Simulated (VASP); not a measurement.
# Cl (Im-3m) in VASP: notebook

Runs on Cl. Level: PBEsol. Tasks: relaxation of cell and atoms, single point.

Everything below comes from runs of VASP 6.6.1. Logs are shortened: lines on timing, memory, paths and dates and some standing lists are left out, and cuts for length are marked.

## Step 1: The cell of the first run

Symmetry: Im-3m, No. 229, cubic system. The conventional cell has a = 3.530 Å, b = 3.530 Å, c = 3.530 Å, α = 90.00°, β = 90.00°, γ = 90.00°. Within 4.0 Å of Cl (site symmetry m-3m) lie 14 Cl at 3.06 to 3.53 Å.

## Step 2: Relaxation of cell and atoms, PBEsol

INCAR

```
SYSTEM = Cl
PREC = Accurate
ENCUT = 600
EDIFF = 1E-7
ISMEAR = -1
SIGMA = 0.08
LREAL = .FALSE.
LASPH = .TRUE.
NELM = 60
ALGO = Normal
ISIF = 3
LWAVE = .FALSE.
LCHARG = .FALSE.
GGA = PS
IBRION = 2
NSW = 60
EDIFFG = -0.005
```

KPOINTS

```
regular mesh
0
G
  15 15 15
  0 0 0
```

POSCAR

```
Cl
1.0
   -1.7651741677      1.7651741677      1.7651741677
    1.7651741677     -1.7651741677      1.7651741677
    1.7651741677      1.7651741677     -1.7651741677
Cl
1
Direct
    0.0000000000      0.0000000000      0.0000000000
```

Potentials or basis: VASP PAW PBE potentials, release 64 (Cl).

On the command line:

```console
$ cat potpaw_PBE.64/Cl/POTCAR > POTCAR
$ mpirun -np 1 vasp_std > vasp.out
```

OUTCAR:

```text
SYSTEM = Cl
   PREC = Accurate
   ENCUT = 600
   EDIFF = 1E-7
   ISMEAR = -1
   LREAL = .FALSE.
   LASPH = .TRUE.
   NELM = 60
   ISIF = 3
   GGA = PS
   IBRION = 2
   NSW = 60
   EDIFFG = -0.005

 ion  position               nearest neighbor table
   1  0.000  0.000  0.000-

  LATTYP: Found a body centered cubic cell.
 ALAT       =     3.5303483354

  Lattice vectors:

 A1 = (  -1.7651741677,   1.7651741677,   1.7651741677)
 A2 = (   1.7651741677,  -1.7651741677,   1.7651741677)
 A3 = (   1.7651741677,   1.7651741677,  -1.7651741677)

Analysis of symmetry for initial positions (statically):
=====================================================================
 Subroutine PRICEL returns:
 Original cell was already a primitive cell.

 Routine SETGRP: Setting up the symmetry group for a
 body centered cubic supercell.

 Subroutine GETGRP returns: Found 48 space group operations
 (whereof 48 operations were pure point group operations)
 out of a pool of 48 trial point group operations.

The static configuration has the point symmetry O_h .

Analysis of symmetry for dynamics (positions and initial velocities):
=====================================================================
 Subroutine PRICEL returns:
 Original cell was already a primitive cell.

 Routine SETGRP: Setting up the symmetry group for a
 body centered cubic supercell.

 Subroutine GETGRP returns: Found 48 space group operations
 (whereof 48 operations were pure point group operations)
 out of a pool of 48 trial point group operations.

The dynamic configuration has the point symmetry O_h .

 Subroutine INISYM returns: Found 48 space group operations
 (whereof 48 operations are pure point group operations),
 and found     1 'primitive' translations

----------------------------------------------------------------------------------------

                                     Primitive cell

  volume of cell :      22.0000

  direct lattice vectors                    reciprocal lattice vectors
    -1.765174168  1.765174168  1.765174168     0.000000000  0.283258167  0.283258167
     1.765174168 -1.765174168  1.765174168     0.283258167  0.000000000  0.283258167
     1.765174168  1.765174168 -1.765174168     0.283258167  0.283258167  0.000000000

  length of vectors
     3.057371343  3.057371343  3.057371343     0.400587542  0.400587542  0.400587542

  position of ions in fractional coordinates (direct lattice)
     0.000000000  0.000000000  0.000000000

  ion indices of the primitive-cell ions
   primitive index   ion index
                 1           1

----------------------------------------------------------------------------------------

 KPOINTS: regular mesh

Automatic generation of k-mesh.
 Grid dimensions read from file:
 generate k-points for:   15   15   15

 Generating k-lattice:

  Cartesian coordinates                     Fractional coordinates (reciprocal lattice)
     0.000000000  0.018883878  0.018883878     0.066666667  0.000000000  0.000000000
     0.018883878  0.000000000  0.018883878     0.000000000  0.066666667  0.000000000
     0.018883878  0.018883878  0.000000000     0.000000000  0.000000000  0.066666667

  Length of vectors
     0.026705836  0.026705836  0.026705836

  Shift w.r.t. Gamma in fractional coordinates (k-lattice)
     0.000000000  0.000000000  0.000000000

 Subroutine IBZKPT returns following result:
 ===========================================

 Found    120 irreducible k-points:

 Following reciprocal coordinates:
            Coordinates               Weight
  0.000000  0.000000  0.000000      1.000000
  0.066667  0.000000  0.000000     12.000000
  0.133333  0.000000  0.000000     12.000000
  0.200000  0.000000  0.000000     12.000000
  0.266667  0.000000  0.000000     12.000000
  0.333333  0.000000  0.000000     12.000000
[... 16 lines left out ...]
  0.333333  0.200000  0.000000     48.000000
  0.400000  0.200000  0.000000     24.000000
 [... further k-points ...]
   k-points           NKPTS =    120   k-points in BZ     NKDIM =    120   number of bands    NBANDS=      7
   number of dos      NEDOS =    301   number of ions     NIONS =      1
   total plane-waves  NPLWV =  13824
   dimension x,y,z NGX =    24 NGY =   24 NGZ =   24
   dimension x,y,z NGXF=    48 NGYF=   48 NGZF=   48
   ions per type =               1
   NGX,Y,Z   is equivalent  to a cutoff of  13.05, 13.05, 13.05 a.u.
   NGXF,Y,Z  is equivalent  to a cutoff of  26.10, 26.10, 26.10 a.u.
 SYSTEM =  Cl
   PREC   = accura    normal or accurate (medium, high low for compatibility)
   ISTART =      0    job   : 0-new  1-cont  2-samecut
   ICHARG =      2    charge: 1-file 2-atom 10-const
   ISPIN  =      1    spin polarized calculation?
   LNONCOLLINEAR =      F non collinear calculations
   LSORBIT =      F    spin-orbit coupling
   LASPH  =      T    aspherical Exc in radial PAW
   ENCUT  =  600.0 eV  44.10 Ry    6.64 a.u.   6.11  6.11  6.11*2*pi/ulx,y,z
   NELM   =     60;   NELMIN=  2; NELMDL= -5     # of ELM steps
   EDIFF  = 0.1E-06   stopping-criterion for ELM
   LREAL  =      F    real-space projection
   EDIFFG = -.5E-02   stopping-criterion for IOM
   NSW    =     60    number of steps for IOM
   IBRION =      2    ionic relax: 0-MD 1-quasi-New 2-CG
   NFREE  =      1    steps in history (QN), initial steepest desc. (CG)
   ISIF   =      3    stress and relaxation
   ISYM   =      2    0-nonsym 1-usesym 2-fastsym
   POTIM  = 0.5000    time-step for ionic-motion
   TEBEG  =    0.0;   TEEND  =   0.0 temperature during run
   PSTRESS=    0.0 pullay stress
   NELECT =       7.0000    total number of electrons
   NUPDOWN=      -1.0000    fix difference up-down
   EMIN   =  10.00;   EMAX   =-10.00  energy-range for DOS
   EFERMI =   0.00;   METHOD = LEGACY
   ISMEAR =    -1;   SIGMA  =   0.08  broadening in eV -4-tet -1-fermi 0-gaus
   EFERMI_NEDOS =   21; number of points for ismear=-14 and -15
   IALGO  =     38    algorithm
   IMIX   =      4    mixing-type and parameters
     AMIX     =   0.40;   BMIX     =  1.00
     AMIX_MAG =   1.60;   BMIX_MAG =  1.00
  volume/ion in A,a.u.               =      22.00       148.46
  Fermi-wavevector in a.u.,A,eV,Ry     =   1.117635  2.112024 16.995143  1.249108
  Thomas-Fermi vector in A             =   2.254259
   LORBIT       =      0    0 simple, 1 ext, 2 COOP (PROOUT), +10 PAW based schemes
   GGA     = PS    functional components
   LHFCALC =     F    Hartree Fock is set to
   AEXX    =    0.0000 exact exchange contribution
   IVDW    =     0    specifies the selected vdW correction
   LEPSILON=     F    determine dielectric tensor
   LRPA    =     F    only Hartree local field effects (RPA)
 conjugate gradient relaxation of ions
 non-spin polarized calculation
  energy-cutoff  :      600.00
  volume of cell :       22.00
 maximum number of plane-waves:       751
   NGX = 13   NGY = 13   NGZ = 13

--------------------------------------- Ionic step        1  -------------------------------------------

 number of electron       6.9999998 magnetization

 Free energy of the ion-electron system (eV)
  ---------------------------------------------------
  ext. energy  EPLUGINS =         0.00000000
  ---------------------------------------------------
  free energy    TOTEN  =        -1.21569235 eV

  energy without entropy =       -1.17186677  energy(sigma->0) =       -1.19377956

 E-fermi :   1.3782     XC(G=0):  -9.6125

 val. band max:        1.3758375713   @ k =   0.4000   0.2000   0.0000
 cond. band min:       1.3821411963   @ k =  -0.3333  -0.4000   0.0667
 fundamental gap:      0.0063036250
 Fermi energy:         1.3782099420

 k-point     1 :       0.0000    0.0000    0.0000
  band No.  band energies     occupation
      1     -13.8074      2.00000
      2       2.0125      0.00072
      3       2.0125      0.00072
      4       2.0125      0.00072
      5      10.6451      0.00000
      6      15.4510      0.00000
      7      15.4510      0.00000

 k-point     2 :       0.0667    0.0000    0.0000
  band No.  band energies     occupation
      1     -13.7520      2.00000
      2       1.7350      0.02286
      3       1.9416      0.00175
      4       2.0036      0.00080
      5      10.9139      0.00000
      6      15.2359      0.00000
      7      15.3569      0.00000

 k-point     3 :       0.1333    0.0000    0.0000
  band No.  band energies     occupation
      1     -13.5905      2.00000
      2       1.0160      1.97863
      3       1.7491      0.01920
      4       1.9784      0.00110
      5      11.5284      0.00000
      6      14.7109      0.00000
      7      14.9992      0.00000
[... 293 lines left out ...]
 VOLUME and BASIS-vectors are now :
 -----------------------------------------------------------------------------
  energy-cutoff  :      600.00
  volume of cell :       19.38
      direct lattice vectors                 reciprocal lattice vectors
    -1.692200931  1.692200931  1.692200931     0.000000000  0.295473186  0.295473186
     1.692200931 -1.692200931  1.692200931     0.295473186  0.000000000  0.295473186
     1.692200931  1.692200931 -1.692200931     0.295473186  0.295473186  0.000000000

 POSITION                                       TOTAL-FORCE (eV/Angst)
 -----------------------------------------------------------------------------------
      0.00000      0.00000     -0.00000        -0.000000      0.000000     -0.000000
 -----------------------------------------------------------------------------------
    total drift:                                0.000000     -0.000000     -0.000000

  FREE ENERGIE OF THE ION-ELECTRON SYSTEM (eV)
  ---------------------------------------------------
  free  energy   TOTEN  =        -1.2554066513 eV

  energy  without entropy=       -1.2192525721  energy(sigma->0) =       -1.23732961

--------------------------------------- Ionic step        4  -------------------------------------------

 number of electron       7.0000002 magnetization

 Free energy of the ion-electron system (eV)
  ---------------------------------------------------
  ext. energy  EPLUGINS =         0.00000000
  ---------------------------------------------------
  free energy    TOTEN  =        -1.25544409 eV

  energy without entropy =       -1.21951124  energy(sigma->0) =       -1.23747766

 E-fermi :   2.9541     XC(G=0): -10.2529

 val. band max:        2.9364832965   @ k =   0.4000   0.2000   0.0000
 cond. band min:       2.9597638132   @ k =   0.3333   0.2000   0.0000
 fundamental gap:      0.0232805167
 Fermi energy:         2.9540659387

 k-point     1 :       0.0000    0.0000    0.0000
  band No.  band energies     occupation
      1     -13.1580      2.00000
      2       3.7667      0.00008
      3       3.7667      0.00008
      4       3.7667      0.00008
      5      13.1636      0.00000
      6      16.9999      0.00000
      7      16.9999      0.00000

 k-point     2 :       0.0667    0.0000    0.0000
  band No.  band energies     occupation
      1     -13.0880      2.00000
      2       3.4310      0.00514
      3       3.6750      0.00024
      4       3.7545      0.00009
      5      13.4582      0.00000
      6      16.7603      0.00000
      7      16.9118      0.00000

 k-point     3 :       0.1333    0.0000    0.0000
  band No.  band energies     occupation
      1     -12.8824      2.00000
      2       2.5628      1.98508
      3       3.4283      0.00531
      4       3.7195      0.00014
      5      14.0383      0.00000
      6      16.1776      0.00000
      7      16.6420      0.00000
[... 223 lines left out ...]
 VOLUME and BASIS-vectors are now :
 -----------------------------------------------------------------------------
  energy-cutoff  :      600.00
  volume of cell :       19.30
      direct lattice vectors                 reciprocal lattice vectors
    -1.689933024  1.689933024  1.689933024     0.000000000  0.295869714  0.295869714
     1.689933024 -1.689933024  1.689933024     0.295869714  0.000000000  0.295869714
     1.689933024  1.689933024 -1.689933024     0.295869714  0.295869714  0.000000000

 POSITION                                       TOTAL-FORCE (eV/Angst)
 -----------------------------------------------------------------------------------
      0.00000      0.00000     -0.00000        -0.000000      0.000000     -0.000000
 -----------------------------------------------------------------------------------
    total drift:                                0.000000     -0.000000      0.000000

  FREE ENERGIE OF THE ION-ELECTRON SYSTEM (eV)
  ---------------------------------------------------
  free  energy   TOTEN  =        -1.2554440854 eV

  energy  without entropy=       -1.2195112360  energy(sigma->0) =       -1.23747766

 reached required accuracy - stopping structural energy minimisation
```

Run time: 61 s. Hardware: 1 thread of AMD EPYC 7R13 (Zen 3), shared host; peak memory 0.11 GiB.

Results:

- Free energy: -1.2554 eV
- Relaxed volume: 19.30 Å³/atom
- Relaxed cell: a = 2.927 Å, b = 2.927 Å, c = 2.927 Å, α = 109.47°, β = 109.47°, γ = 109.47°
- Space group after relaxing (to 0.05 Å): Im-3m (No. 229)
- Energy gained by relaxing: 39.8 meV/atom
- Ionic steps: 4
- Pressure after relaxing: 0.0 GPa

Step by step:
```csv
step,energy change (eV),largest force (eV/Å),pressure (GPa),volume (Å³)
1,0.0000,0.0000,-4.12,22.00
2,-0.0340,0.0000,-1.87,20.25
3,-0.0397,0.0000,-0.16,19.38
4,-0.0398,0.0000,0.02,19.30
```

Final structure:
```xyz
1
Lattice="-1.6899 1.6899 1.6899 1.6899 -1.6899 1.6899 1.6899 1.6899 -1.6899" Properties=species:S:1:pos:R:3 pbc="T T T"
Cl    0.0000    0.0000    0.0000
```

Caveat: the PAW data sets were made with another functional, which shifts forces and pressure a little; an odd number of electrons without spin polarisation forces a metal; a magnetic or distorted state may lie lower.

[end of part 1 of 2]
